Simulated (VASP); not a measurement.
# Li (Im-3m) in VASP: notebook, part 3 of 3

VASP 6.6.1. The steps go on from the part before.

### Step 5. Single point, PBE

INCAR reads:

```
  PREC = Accurate
  ENCUT = 520
  EDIFF = 1E-7
  ISMEAR = 0
  SIGMA = 0.020999999999999998
  LREAL = False
  LASPH = True
  NELM = 60
  ALGO = Fast
  ISIF = 2
  LWAVE = False
  LCHARG = True
  GGA = PE
  LELF = True
  LVHAR = True
  NBANDS = 8
```

KPOINTS reads:

```
Automatic mesh
0
Gamma
  11 11 11
```

POSCAR reads:

```
Li
1.0
   -1.7546500000      1.7546500000      1.7546500000
    1.7546500000     -1.7546500000      1.7546500000
    1.7546500000      1.7546500000     -1.7546500000
Li
1
Direct
    0.0000000000      0.0000000000      0.0000000000
```

Potentials or basis: VASP PAW PBE potentials, release 64 (Li_sv).

Run with:

```bash
$ cat potpaw_PBE.64/Li_sv/POTCAR > POTCAR
$ mpirun -np 1 vasp_std > vasp.out
```

OUTCAR:

```text
PREC = Accurate
   ENCUT = 520
   EDIFF = 1E-7
   ISMEAR = 0
   LREAL = False
   LASPH = True
   NELM = 60
   ISIF = 2
   GGA = PE

 ion  position               nearest neighbor table
   1  0.000  0.000  0.000-

  LATTYP: Found a body centered cubic cell.
 ALAT       =     3.5093000000

  Lattice vectors:

 A1 = (  -1.7546500000,   1.7546500000,   1.7546500000)
 A2 = (   1.7546500000,  -1.7546500000,   1.7546500000)
 A3 = (   1.7546500000,   1.7546500000,  -1.7546500000)

Analysis of symmetry for initial positions (statically):
=====================================================================
 Subroutine PRICEL returns:
 Original cell was already a primitive cell.

 Routine SETGRP: Setting up the symmetry group for a
 body centered cubic supercell.

 Subroutine GETGRP returns: Found 48 space group operations
 (whereof 48 operations were pure point group operations)
 out of a pool of 48 trial point group operations.

The static configuration has the point symmetry O_h .

Analysis of symmetry for dynamics (positions and initial velocities):
=====================================================================
 Subroutine PRICEL returns:
 Original cell was already a primitive cell.

 Routine SETGRP: Setting up the symmetry group for a
 body centered cubic supercell.

 Subroutine GETGRP returns: Found 48 space group operations
 (whereof 48 operations were pure point group operations)
 out of a pool of 48 trial point group operations.

The dynamic configuration has the point symmetry O_h .

 Subroutine INISYM returns: Found 48 space group operations
 (whereof 48 operations are pure point group operations),
 and found     1 'primitive' translations

----------------------------------------------------------------------------------------

                                     Primitive cell

  volume of cell :      21.6088

  direct lattice vectors                    reciprocal lattice vectors
    -1.754650000  1.754650000  1.754650000     0.000000000  0.284957114  0.284957114
     1.754650000 -1.754650000  1.754650000     0.284957114  0.000000000  0.284957114
     1.754650000  1.754650000 -1.754650000     0.284957114  0.284957114  0.000000000

  length of vectors
     3.039142950  3.039142950  3.039142950     0.402990215  0.402990215  0.402990215

  position of ions in fractional coordinates (direct lattice)
     0.000000000  0.000000000  0.000000000

  ion indices of the primitive-cell ions
   primitive index   ion index
                 1           1

----------------------------------------------------------------------------------------

 KPOINTS: Automatic mesh

Automatic generation of k-mesh.
 Grid dimensions read from file:
 generate k-points for:   11   11   11

 Generating k-lattice:

  Cartesian coordinates                     Fractional coordinates (reciprocal lattice)
     0.000000000  0.025905192  0.025905192     0.090909091  0.000000000  0.000000000
     0.025905192  0.000000000  0.025905192     0.000000000  0.090909091  0.000000000
     0.025905192  0.025905192  0.000000000     0.000000000  0.000000000  0.090909091

  Length of vectors
     0.036635474  0.036635474  0.036635474

  Shift w.r.t. Gamma in fractional coordinates (k-lattice)
     0.000000000  0.000000000  0.000000000

 Subroutine IBZKPT returns following result:
 ===========================================

 Found     56 irreducible k-points:

 Following reciprocal coordinates:
            Coordinates               Weight
  0.000000  0.000000  0.000000      1.000000
  0.090909  0.000000  0.000000     12.000000
  0.181818  0.000000  0.000000     12.000000
  0.272727  0.000000  0.000000     12.000000
  0.363636  0.000000  0.000000     12.000000
  0.454545  0.000000  0.000000     12.000000
[... 16 lines left out ...]
  0.272727  0.181818  0.090909     48.000000
  0.363636  0.181818  0.090909     24.000000
 [... further k-points ...]
   k-points           NKPTS =     56   k-points in BZ     NKDIM =     56   number of bands    NBANDS=      8
   number of dos      NEDOS =    301   number of ions     NIONS =      1
   total plane-waves  NPLWV =  13824
   dimension x,y,z NGX =    24 NGY =   24 NGZ =   24
   dimension x,y,z NGXF=    48 NGYF=   48 NGZF=   48
   ions per type =               1
   NGX,Y,Z   is equivalent  to a cutoff of  13.13, 13.13, 13.13 a.u.
   NGXF,Y,Z  is equivalent  to a cutoff of  26.26, 26.26, 26.26 a.u.
 SYSTEM =  unknown system
   PREC   = accura    normal or accurate (medium, high low for compatibility)
   ISTART =      0    job   : 0-new  1-cont  2-samecut
   ICHARG =      2    charge: 1-file 2-atom 10-const
   ISPIN  =      1    spin polarized calculation?
   LNONCOLLINEAR =      F non collinear calculations
   LSORBIT =      F    spin-orbit coupling
   LASPH  =      T    aspherical Exc in radial PAW
   ENCUT  =  520.0 eV  38.22 Ry    6.18 a.u.   5.65  5.65  5.65*2*pi/ulx,y,z
   NELM   =     60;   NELMIN=  2; NELMDL= -5     # of ELM steps
   EDIFF  = 0.1E-06   stopping-criterion for ELM
   LREAL  =      F    real-space projection
   EDIFFG = 0.1E-05   stopping-criterion for IOM
   NSW    =      0    number of steps for IOM
   IBRION =     -1    ionic relax: 0-MD 1-quasi-New 2-CG
   NFREE  =      0    steps in history (QN), initial steepest desc. (CG)
   ISIF   =      2    stress and relaxation
   ISYM   =      2    0-nonsym 1-usesym 2-fastsym
   POTIM  = 0.5000    time-step for ionic-motion
   TEBEG  =    0.0;   TEEND  =   0.0 temperature during run
   PSTRESS=    0.0 pullay stress
   NELECT =       3.0000    total number of electrons
   NUPDOWN=      -1.0000    fix difference up-down
   EMIN   =  10.00;   EMAX   =-10.00  energy-range for DOS
   EFERMI =   0.00;   METHOD = LEGACY
   ISMEAR =     0;   SIGMA  =   0.02  broadening in eV -4-tet -1-fermi 0-gaus
   EFERMI_NEDOS =   21; number of points for ismear=-14 and -15
   IALGO  =     68    algorithm
   IMIX   =      4    mixing-type and parameters
     AMIX     =   0.40;   BMIX     =  1.00
     AMIX_MAG =   1.60;   BMIX_MAG =  1.00
  volume/ion in A,a.u.               =      21.61       145.82
  Fermi-wavevector in a.u.,A,eV,Ry     =   0.847692  1.601906  9.776898  0.718582
  Thomas-Fermi vector in A             =   1.963238
   LORBIT       =      0    0 simple, 1 ext, 2 COOP (PROOUT), +10 PAW based schemes
   GGA     = PE    functional components
   LHFCALC =     F    Hartree Fock is set to
   AEXX    =    0.0000 exact exchange contribution
   IVDW    =     0    specifies the selected vdW correction
   LEPSILON=     F    determine dielectric tensor
   LRPA    =     F    only Hartree local field effects (RPA)
 non-spin polarized calculation
 RMM-DIIS sequential band-by-band and
 Gauss-broadening in eV      SIGMA  =   0.02
  energy-cutoff  :      520.00
  volume of cell :       21.61
 maximum number of plane-waves:       603
   NGX = 11   NGY = 11   NGZ = 11

 number of electron       2.9999991 magnetization

 Free energy of the ion-electron system (eV)
  ---------------------------------------------------
  ext. energy  EPLUGINS =         0.00000000
  ---------------------------------------------------
  free energy    TOTEN  =        -1.90409241 eV

  energy without entropy =       -1.90377583  energy(sigma->0) =       -1.90393412

 E-fermi :   0.4416     XC(G=0):  -6.8904

 val. band max:        0.4292787227   @ k =  -0.3636   0.4545   0.0909
 cond. band min:       0.4716514583   @ k =   0.4545   0.0000   0.0000
 fundamental gap:      0.0423727356
 Fermi energy:         0.4416023575

 k-point     1 :       0.0000    0.0000    0.0000
  band No.  band energies     occupation
      1     -46.1871      2.00000
      2      -3.0246      2.00000
      3      14.4010      0.00000
      4      14.4010      0.00000
      5      14.4010      0.00000
      6      19.0435      0.00000
      7      19.0435      0.00000
      8      19.0435      0.00000
[... 243 lines left out ...]
 k-point    24 :       0.3636    0.1818    0.0909
  band No.  band energies     occupation
      1     -46.1712      2.00000
      2       1.6552      0.00000
      3       3.5770      0.00000
      4       6.9154      0.00000
      5       9.2887      0.00000
      6      19.1040      0.00000
      7      20.0109      0.00000
      8      23.2710      0.00000

 [... further k-points ...]

------------------------ aborting loop because EDIFF is reached ----------------------------------------

  FORCE on cell =-STRESS in cart. coord.  units (eV):
  Direction    XX          YY          ZZ          XY          YZ          ZX
  --------------------------------------------------------------------------------------
  -------------------------------------------------------------------------------------
  Total       -0.1168911     -0.1168911     -0.1168911      0.0000000     -0.0000000      0.0000000
  in kB       -8.6668381     -8.6668381     -8.6668381      0.0000000     -0.0000000      0.0000000
  external PRESSURE =      -8.6668381 kB  Pullay stress =       0.0000000 kB

 VOLUME and BASIS-vectors are now :
 -----------------------------------------------------------------------------
  energy-cutoff  :      520.00
  volume of cell :       21.61
      direct lattice vectors                 reciprocal lattice vectors
    -1.754650000  1.754650000  1.754650000     0.000000000  0.284957114  0.284957114
     1.754650000 -1.754650000  1.754650000     0.284957114  0.000000000  0.284957114
     1.754650000  1.754650000 -1.754650000     0.284957114  0.284957114  0.000000000

 POSITION                                       TOTAL-FORCE (eV/Angst)
 -----------------------------------------------------------------------------------
      0.00000      0.00000      0.00000        -0.000000     -0.000000     -0.000000
 -----------------------------------------------------------------------------------
    total drift:                               -0.000000      0.000000     -0.000000

  FREE ENERGIE OF THE ION-ELECTRON SYSTEM (eV)
  ---------------------------------------------------
  free  energy   TOTEN  =        -1.9040924123 eV

  energy  without entropy=       -1.9037758343  energy(sigma->0) =       -1.90393412
```

stdout:

```text
POSCAR found type information on POSCAR Li
 POSCAR found :  1 types and       1 ions
 scaLAPACK will be used
 LDA part: xc-table for (Slater+PW92), standard interpolation
 POSCAR, INCAR and KPOINTS ok, starting setup
 FFT: planning ... GRIDC
 FFT: planning ... GRID_SOFT
 FFT: planning ... GRID
 WAVECAR not read
 entering main loop
WARNING in EDDRMM: call to ZHEGV failed, returncode =   6  3      2
WARNING in EDDRMM: call to ZHEGV failed, returncode =   6  3      2
```

It took 6.9 s on 1 thread of Intel Xeon 6975P-C (Granite Rapids), shared host; peak memory 0.13 GiB.

Results:

- Free energy: -1.9041 eV

Caveat: the cutoff is under 1.25 times the usual one of these potentials, so pressure, stress and relaxed cells hold a basis-set (Pulay) error.

### Step 6. Single point, PBE

INCAR reads:

```
PREC     = Accurate       # precision mode
ENCUT    = 520            # plane-wave cutoff, eV
EDIFF    = 1E-6           # SCF threshold, eV
ISMEAR   = 0              # smearing method
SIGMA    = 0.023          # smearing width, eV
LREAL    = F              # projectors in reciprocal space
LASPH    = T              # aspherical terms in the spheres
NELM     = 100            # most SCF steps
ALGO     = Fast           # electronic algorithm
ISIF     = 2              # what is computed and relaxed
LWAVE    = F              # write WAVECAR
LCHARG   = F              # write CHGCAR
GGA      = PE             # functional
NBANDS   = 8              # bands
```

KPOINTS is that of step 5.

POSCAR is that of step 5.

Potentials or basis: VASP PAW PBE potentials, release 64 (Li_sv).

Run with:

```bash
$ cat potpaw_PBE.64/Li_sv/POTCAR > POTCAR
$ mpirun -np 1 vasp_std > vasp.out
```

It took 4.2 s on 1 thread of Intel Xeon 6975P-C (Granite Rapids), shared host; peak memory 0.12 GiB.

The run converged. Its results:

```
Free energy : -1.9041 eV
```

Levels at points of the mesh, in eV from the Fermi level:
```tsv
k point	band 1	band 2	band 3	band 4	band 5	band 6
(0.00, 0.00, 0.00)	-46.63	-3.47	13.96	13.96	13.96	18.60
```

Caveat: the cutoff is under 1.25 times the usual one of these potentials, so pressure, stress and relaxed cells hold a basis-set (Pulay) error.

### Step 7. The runs side by side

| task | level | potentials or basis | cell | cutoff (eV) | smearing | gap on the mesh (eV) |
| --- | --- | --- | --- | --- | --- | --- |
| relaxation of cell and atoms | LDA | VASP PAW LDA potentials, release 64 (Li_sv) | relaxed from a = 3.039 Å, angles 109.5°, 1 atom | 600 | fermi-dirac 0.05 eV | none |
| single point | PBEsol+D3(BJ) | VASP PAW PBE potentials, release 64 (Li_sv) | a = 2.884 Å, angles 109.5°, 1 atom | 520 | fermi-dirac 0.05 eV | none |
| single point | BLYP+D4 | VASP PAW PBE potentials, release 64 (Li_sv) | a = 2.942 Å, angles 109.5°, 1 atom | 520 | fermi-dirac 0.05 eV | none |
| single point | PBE | VASP PAW PBE potentials, release 64 (Li_sv) | a = 3.039 Å, angles 109.5°, 1 atom | 520 | gaussian 0.021 eV | none |
| single point | PBE | VASP PAW PBE potentials, release 64 (Li_sv) | a = 3.039 Å, angles 109.5°, 1 atom | 520 | gaussian 0.023 eV | none |

Alike in all rows: no spin polarisation; k mesh 11 × 11 × 11.

Caveats: the cutoff is under 1.25 times the usual one of these potentials, so pressure, stress and relaxed cells hold a basis-set (Pulay) error; the PAW data sets were made with another functional, which shifts forces and pressure a little (some runs); pairwise dispersion overbinds metals, which lowers pressure and volume (some runs); the volume moved by -14 % from the deposited cell, more than functionals usually miss (some runs).

Total energies depend on the potentials used, so only differences within one code and one set of settings carry meaning.

### Step 8. Comparison with measurements

Step 2. The cell as given is a measured one (21.61 Å³/atom); LDA puts the equilibrium volume -13.6 % from it, thermal expansion not counted.
